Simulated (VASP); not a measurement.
# PbSe (Fm-3m) in VASP: single point with r2SCAN

Aim: the single point of PbSe with r2SCAN.

Everything below comes from runs of VASP 6.6.1. Logs are shortened: lines on timing, memory, paths and dates and some standing lists are left out, and cuts for length are marked.

### 1 The cell of the first run

The structure is cubic, space group Fm-3m (No. 225). The conventional cell has a = 6.121 Å, b = 6.121 Å, c = 6.121 Å, α = 90.00°, β = 90.00°, γ = 90.00°. Within 4.0 Å of Pb (site symmetry m-3m) lie 6 Se at 3.06 Å. Within 4.0 Å of Se (site symmetry m-3m) lie 6 Pb at 3.06 Å.

### 2 Single point, r2SCAN

POSCAR

```
PbSe
1.0
    0.0000000000      3.0606500000      3.0606500000
    3.0606500000      0.0000000000      3.0606500000
    3.0606500000      3.0606500000      0.0000000000
Pb Se
1 1
Direct
    0.0000000000      0.0000000000      0.0000000000
    0.5000000000      0.5000000000      0.5000000000
```

INCAR.step1

```
SYSTEM = PbSe
ALGO = Normal
EDIFF = 1E-5
ENCUT = 550
GGA = PE
GGA_COMPAT = .FALSE.
ISMEAR = 0
LASPH = .TRUE.
LCHARG = .FALSE.
LREAL = .FALSE.
LWAVE = .TRUE.
NBANDS = 17
NELM = 120
PREC = Accurate
SIGMA = 0.01
```

INCAR.step2

```
SYSTEM = PbSe
ALGO = Normal
EDIFF = 1E-6
ENCUT = 550
GGA_COMPAT = .FALSE.
ISIF = 2
ISMEAR = 0
ISTART = 1
LASPH = .TRUE.
LCHARG = .FALSE.
LMIXTAU = .TRUE.
LREAL = .FALSE.
LWAVE = .FALSE.
METAGGA = R2SCAN
NBANDS = 17
NELM = 120
PREC = Accurate
SIGMA = 0.01
```

KPOINTS

```
k-points
0
G
  8 8 8
  0 0 0
```

Potentials or basis: VASP PAW PBE potentials, release 64 (Pb_d, Se).

Command:

```
$ cat potpaw_PBE.64/Pb_d/POTCAR potpaw_PBE.64/Se/POTCAR > POTCAR
$ cp INCAR.step1 INCAR
$ mpirun -np 1 vasp_std > vasp.out
$ cp INCAR.step2 INCAR
$ mpirun -np 1 vasp_std > vasp.out
```

OUTCAR:

```text
SYSTEM = PbSe
   EDIFF = 1E-6
   ENCUT = 550
   ISIF = 2
   ISMEAR = 0
   ISTART = 1
   LASPH = .TRUE.
   LREAL = .FALSE.
   METAGGA = R2SCAN
   NELM = 120
   PREC = Accurate

 ion  position               nearest neighbor table
   1  0.000  0.000  0.000-   2 3.06   2 3.06   2 3.06   2 3.06   2 3.06   2 3.06
   2  0.500  0.500  0.500-   1 3.06   1 3.06   1 3.06   1 3.06   1 3.06   1 3.06

  LATTYP: Found a face centered cubic cell.
 ALAT       =     6.1213000000

  Lattice vectors:

 A1 = (   0.0000000000,   3.0606500000,   3.0606500000)
 A2 = (   3.0606500000,   0.0000000000,   3.0606500000)
 A3 = (   3.0606500000,   3.0606500000,   0.0000000000)

Analysis of symmetry for initial positions (statically):
=====================================================================
 Subroutine PRICEL returns:
 Original cell was already a primitive cell.

 Routine SETGRP: Setting up the symmetry group for a
 face centered cubic supercell.

 Subroutine GETGRP returns: Found 48 space group operations
 (whereof 48 operations were pure point group operations)
 out of a pool of 48 trial point group operations.

The static configuration has the point symmetry O_h .

Analysis of symmetry for dynamics (positions and initial velocities):
=====================================================================
 Subroutine PRICEL returns:
 Original cell was already a primitive cell.

 Routine SETGRP: Setting up the symmetry group for a
 face centered cubic supercell.

 Subroutine GETGRP returns: Found 48 space group operations
 (whereof 48 operations were pure point group operations)
 out of a pool of 48 trial point group operations.

The dynamic configuration has the point symmetry O_h .

 Subroutine INISYM returns: Found 48 space group operations
 (whereof 48 operations are pure point group operations),
 and found     1 'primitive' translations

----------------------------------------------------------------------------------------

                                     Primitive cell

  volume of cell :      57.3418

  direct lattice vectors                    reciprocal lattice vectors
     0.000000000  3.060650000  3.060650000    -0.163363991  0.163363991  0.163363991
     3.060650000  0.000000000  3.060650000     0.163363991 -0.163363991  0.163363991
     3.060650000  3.060650000  0.000000000     0.163363991  0.163363991 -0.163363991

  length of vectors
     4.328412740  4.328412740  4.328412740     0.282954733  0.282954733  0.282954733

  position of ions in fractional coordinates (direct lattice)
     0.000000000  0.000000000  0.000000000
     0.500000000  0.500000000  0.500000000

  ion indices of the primitive-cell ions
   primitive index   ion index
                 1           1
                 2           2

----------------------------------------------------------------------------------------

 KPOINTS: k-points

Automatic generation of k-mesh.
 Grid dimensions read from file:
 generate k-points for:    8    8    8

 Generating k-lattice:

  Cartesian coordinates                     Fractional coordinates (reciprocal lattice)
    -0.020420499  0.020420499  0.020420499     0.125000000  0.000000000  0.000000000
     0.020420499 -0.020420499  0.020420499     0.000000000  0.125000000  0.000000000
     0.020420499  0.020420499 -0.020420499     0.000000000  0.000000000  0.125000000

  Length of vectors
     0.035369342  0.035369342  0.035369342

  Shift w.r.t. Gamma in fractional coordinates (k-lattice)
     0.000000000  0.000000000  0.000000000

 Subroutine IBZKPT returns following result:
 ===========================================

 Found     29 irreducible k-points:

 Following reciprocal coordinates:
            Coordinates               Weight
  0.000000  0.000000  0.000000      1.000000
  0.125000  0.000000  0.000000      8.000000
  0.250000  0.000000  0.000000      8.000000
  0.375000  0.000000  0.000000      8.000000
  0.500000  0.000000  0.000000      4.000000
  0.125000  0.125000  0.000000      6.000000
[... 16 lines left out ...]
  0.500000  0.250000  0.125000     48.000000
 -0.375000  0.250000  0.125000     24.000000
 [... further k-points ...]
   k-points           NKPTS =     29   k-points in BZ     NKDIM =     29   number of bands    NBANDS=     17
   number of dos      NEDOS =    301   number of ions     NIONS =      2
   total plane-waves  NPLWV =  46656
   dimension x,y,z NGX =    36 NGY =   36 NGZ =   36
   dimension x,y,z NGXF=    72 NGYF=   72 NGZF=   72
   ions per type =               1   1
   NGX,Y,Z   is equivalent  to a cutoff of  13.83, 13.83, 13.83 a.u.
   NGXF,Y,Z  is equivalent  to a cutoff of  27.65, 27.65, 27.65 a.u.
 SYSTEM =  PbSe
   PREC   = accura    normal or accurate (medium, high low for compatibility)
   ISTART =      1    job   : 0-new  1-cont  2-samecut
   ICHARG =      0    charge: 1-file 2-atom 10-const
   ISPIN  =      1    spin polarized calculation?
   LNONCOLLINEAR =      F non collinear calculations
   LSORBIT =      F    spin-orbit coupling
   LASPH  =      T    aspherical Exc in radial PAW
   ENCUT  =  550.0 eV  40.42 Ry    6.36 a.u.   8.28  8.28  8.28*2*pi/ulx,y,z
   NELM   =    120;   NELMIN=  2; NELMDL=  0     # of ELM steps
   EDIFF  = 0.1E-05   stopping-criterion for ELM
   LREAL  =      F    real-space projection
   EDIFFG = 0.1E-04   stopping-criterion for IOM
   NSW    =      0    number of steps for IOM
   IBRION =     -1    ionic relax: 0-MD 1-quasi-New 2-CG
   NFREE  =      0    steps in history (QN), initial steepest desc. (CG)
   ISIF   =      2    stress and relaxation
   ISYM   =      2    0-nonsym 1-usesym 2-fastsym
   POTIM  = 0.5000    time-step for ionic-motion
   TEBEG  =    0.0;   TEEND  =   0.0 temperature during run
   PSTRESS=    0.0 pullay stress
   NELECT =      20.0000    total number of electrons
   NUPDOWN=      -1.0000    fix difference up-down
   EMIN   =  10.00;   EMAX   =-10.00  energy-range for DOS
   EFERMI =   0.00;   METHOD = LEGACY
   ISMEAR =     0;   SIGMA  =   0.01  broadening in eV -4-tet -1-fermi 0-gaus
   EFERMI_NEDOS =   21; number of points for ismear=-14 and -15
   IALGO  =     38    algorithm
   IMIX   =      4    mixing-type and parameters
     AMIX     =   0.40;   BMIX     =  1.00
     AMIX_MAG =   1.60;   BMIX_MAG =  1.00
  volume/ion in A,a.u.               =      28.67       193.48
  Fermi-wavevector in a.u.,A,eV,Ry     =   1.152377  2.177676 18.068159  1.327972
  Thomas-Fermi vector in A             =   2.289028
   LORBIT       =      0    0 simple, 1 ext, 2 COOP (PROOUT), +10 PAW based schemes
   METAGGA = R2SCAN    functional components
   LHFCALC =     F    Hartree Fock is set to
   AEXX    =    0.0000 exact exchange contribution
   IVDW    =     0    specifies the selected vdW correction
   LEPSILON=     F    determine dielectric tensor
   LRPA    =     F    only Hartree local field effects (RPA)
 non-spin polarized calculation
 Gauss-broadening in eV      SIGMA  =   0.01
  energy-cutoff  :      550.00
  volume of cell :       57.34
 maximum number of plane-waves:      1700
 NGX is ok and might be reduce to    36
   NGX = 17   NGY = 17   NGZ = 17

 number of electron      20.0000001 magnetization

 Free energy of the ion-electron system (eV)
  ---------------------------------------------------
  ext. energy  EPLUGINS =         0.00000000
  ---------------------------------------------------
  free energy    TOTEN  =       -71.93161970 eV

  energy without entropy =      -71.93161970  energy(sigma->0) =      -71.93161970

 E-fermi :   5.0118     XC(G=0): -10.0681

 val. band max:        4.9221188012   @ k =   0.5000   0.0000   0.0000
 cond. band min:       5.5012043495   @ k =   0.5000   0.0000   0.0000
 fundamental gap:      0.5790855483
 Fermi energy:         5.0117766728

 k-point     1 :       0.0000    0.0000    0.0000
  band No.  band energies     occupation
      1     -12.5491      2.00000
      2     -12.5491      2.00000
      3     -12.5491      2.00000
      4     -12.5460      2.00000
      5     -12.5460      2.00000
      6      -9.2329      2.00000
[... 9 lines left out ...]
     16      11.8747      0.00000
     17      13.5500      0.00000

 k-point     2 :       0.1250    0.0000    0.0000
  band No.  band energies     occupation
      1     -12.5506      2.00000
      2     -12.5506      2.00000
      3     -12.5485      2.00000
      4     -12.5436      2.00000
      5     -12.5436      2.00000
      6      -9.1103      2.00000
[... 9 lines left out ...]
     16      12.2283      0.00000
     17      14.7402      0.00000

 k-point     3 :       0.2500    0.0000    0.0000
  band No.  band energies     occupation
      1     -12.5599      2.00000
      2     -12.5598      2.00000
      3     -12.5473      2.00000
      4     -12.5321      2.00000
      5     -12.5321      2.00000
      6      -8.7737      2.00000
[... 9 lines left out ...]
     16      13.1222      0.00000
     17      16.7255      0.00000

 k-point     4 :       0.3750    0.0000    0.0000
  band No.  band energies     occupation
      1     -12.5692      2.00000
      2     -12.5692      2.00000
      3     -12.5464      2.00000
      4     -12.5205      2.00000
      5     -12.5205      2.00000
      6      -8.3500      2.00000
[... 9 lines left out ...]
     16      14.4578      0.00000
     17      16.9666      0.00000
[... 343 lines left out ...]
      1     -12.5902      2.00000
      2     -12.5514      2.00000
      3     -12.5499      2.00000
      4     -12.5279      2.00000
      5     -12.5235      2.00000
      6      -8.4836      2.00000
[... 9 lines left out ...]
     16      15.0168      0.00000
     17      15.4818      0.00000

 k-point    23 :       0.5000    0.2500    0.1250
  band No.  band energies     occupation
      1     -12.6042      2.00000
      2     -12.5566      2.00000
      3     -12.5448      2.00000
      4     -12.5250      2.00000
      5     -12.5172      2.00000
      6      -8.1086      2.00000
[... 9 lines left out ...]
     16      15.4093      0.00000
     17      16.5998      0.00000

 k-point    24 :      -0.3750    0.2500    0.1250
  band No.  band energies     occupation
      1     -12.6092      2.00000
      2     -12.5601      2.00000
      3     -12.5384      2.00000
      4     -12.5285      2.00000
      5     -12.5135      2.00000
      6      -7.9253      2.00000
[... 9 lines left out ...]
     16      16.3064      0.00000
     17      16.5162      0.00000

 [... further k-points ...]

------------------------ aborting loop because EDIFF is reached ----------------------------------------

  FORCE on cell =-STRESS in cart. coord.  units (eV):
  Direction    XX          YY          ZZ          XY          YZ          ZX
  --------------------------------------------------------------------------------------
  -------------------------------------------------------------------------------------
  Total        0.5505869      0.5505869      0.5505869      0.0000000      0.0000000      0.0000000
  in kB       15.3838644     15.3838644     15.3838644      0.0000000      0.0000000      0.0000000
  external PRESSURE =      15.3838644 kB  Pullay stress =       0.0000000 kB

 VOLUME and BASIS-vectors are now :
 -----------------------------------------------------------------------------
  energy-cutoff  :      550.00
  volume of cell :       57.34
      direct lattice vectors                 reciprocal lattice vectors
     0.000000000  3.060650000  3.060650000    -0.163363991  0.163363991  0.163363991
     3.060650000  0.000000000  3.060650000     0.163363991 -0.163363991  0.163363991
     3.060650000  3.060650000  0.000000000     0.163363991  0.163363991 -0.163363991

 POSITION                                       TOTAL-FORCE (eV/Angst)
 -----------------------------------------------------------------------------------
      0.00000      0.00000      0.00000         0.000000      0.000000      0.000000
      3.06065      3.06065      3.06065         0.000000      0.000000     -0.000000
 -----------------------------------------------------------------------------------
    total drift:                               -0.000000      0.000000      0.000000

  FREE ENERGIE OF THE ION-ELECTRON SYSTEM (eV)
  ---------------------------------------------------
  free  energy   TOTEN  =       -71.9316196971 eV

  energy  without entropy=      -71.9316196971  energy(sigma->0) =      -71.93161970
```

Run time: 1.8 min. Hardware: 1 thread of Intel Xeon Platinum 8259CL at 2.50GHz (Skylake/Cascade Lake), shared host; peak memory 0.22 GiB.

Results:

- Free energy: -71.9316 eV
- Pressure: 1.5 GPa
- Band gap on the k mesh: 0.58 eV

Caveat: the PAW data sets were made with another functional, which shifts forces and pressure a little; spin-orbit coupling is left out, which moves the levels of the heavy elements. A k mesh can miss the band edges.
